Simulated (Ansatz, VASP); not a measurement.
## CdRhC4N4: VASP beside Ansatz

INCAR

```
SYSTEM = CdRhC4N4
ALGO = Normal
EDIFF = 1E-7
ENCUT = 520
GGA = PE
ISIF = 2
ISMEAR = 0
ISPIN = 2
LASPH = .True.
LCHARG = .True.
LELF = .True.
LMAXMIX = 4
LORBIT = 11
LREAL = .False.
LVHAR = .True.
LWAVE = .False.
MAGMOM = 0 1 0 0 0 0 0 0 0 0
NBANDS = 46
NELM = 150
PREC = Accurate
SIGMA = 0.1
```

Contents of KPOINTS:

```
k-points
0
Gamma
  4 4 4
  0 0 0
```

The input POSCAR:

```
CdRhC4N4
1.0
    5.9796167400      0.0000000000      0.0000000000
    0.0000000000      5.9796167400      0.0000000000
    0.0000000000      0.0000000000      5.9796167400
Cd Rh C N
1 1 4 4
Direct
    0.0000000000      0.0000000000      0.0000000000
    0.5000000000      0.5000000000      0.5000000000
    0.1932026600      0.1932026600      0.1932026600
    0.1932026600      0.8067973400      0.8067973400
    0.8067973400      0.1932026600      0.8067973400
    0.8067973400      0.8067973400      0.1932026600
    0.3061697400      0.3061697400      0.3061697400
    0.3061697400      0.6938302600      0.6938302600
    0.6938302600      0.3061697400      0.6938302600
    0.6938302600      0.6938302600      0.3061697400
```

Input for Ansatz:

```yaml
crystal:
  lattice:
    - [5.97961674, 0.0, 0.0]
    - [0.0, 5.97961674, 0.0]
    - [0.0, 0.0, 5.97961674]
  atoms:
    - { symbol: Cd, position: [0.0, 0.0, 0.0] }
    - { symbol: Rh, position: [0.5, 0.5, 0.5], spin: 1.0 }
    - { symbol: C, position: [0.19320266, 0.19320266, 0.19320266] }
    - { symbol: C, position: [0.19320266, 0.80679734, 0.80679734] }
    - { symbol: C, position: [0.80679734, 0.19320266, 0.80679734] }
    - { symbol: C, position: [0.80679734, 0.80679734, 0.19320266] }
    - { symbol: "N", position: [0.30616974, 0.30616974, 0.30616974] }
    - { symbol: "N", position: [0.30616974, 0.69383026, 0.69383026] }
    - { symbol: "N", position: [0.69383026, 0.30616974, 0.69383026] }
    - { symbol: "N", position: [0.69383026, 0.69383026, 0.30616974] }
basis:
  ecutwfc: 420
kpoints:
  mp_grid: { grid: [4, 4, 4] }
hamiltonian:
  xc: pbe
scf:
  occupations: { method: gaussian, width: 0.1 }
  lower_state_search: "off"
output:
  forces: true
  stress: true
  eigenvalues: true
  populations: true
magnetization:
  spin_polarized: true
```

Alike in both runs: task single point; functional PBE; k mesh 4 × 4 × 4; occupations gaussian, width 0.1 eV; collinear spin.

|  | VASP | Ansatz |
| --- | --- | --- |
| version | VASP 6.6.1 | Ansatz 0.2.0 |
| potentials or method | VASP PAW PBE potentials, release 64 (Cd, Rh_pv, C, N), cutoff 520 eV | scalar-relativistic, plane waves, PAW |
| valence electrons in the cell | 63 | 73 |

```tsv
	VASP	Ansatz	Ansatz less VASP
gap on the k mesh at the Fermi level (eV)	1.08	1.09	+0.006
least direct gap on the mesh (eV)	1.26	1.27	+0.007
pressure (GPa)	7.2	6.6	-0.51
rms of the force components (eV/Å)	0.968	1.076	+0.1082
net moment per atom (μB)	0.30	0.30	0.000
size of the moment on the site where the two differ most (μB)	2.02	1.60	-0.422
```

Site moments also hang on the region over which each program counts them. Atom by atom the forces differ by 0.164 eV/Å (rms over components). VASP's potentials hold 63 valence electrons a cell and Ansatz's 73, so a difference there can come from the potentials and not from the codes.

Noted on VASP's run: the standard files for N, O and F lose accuracy on very short bonds.
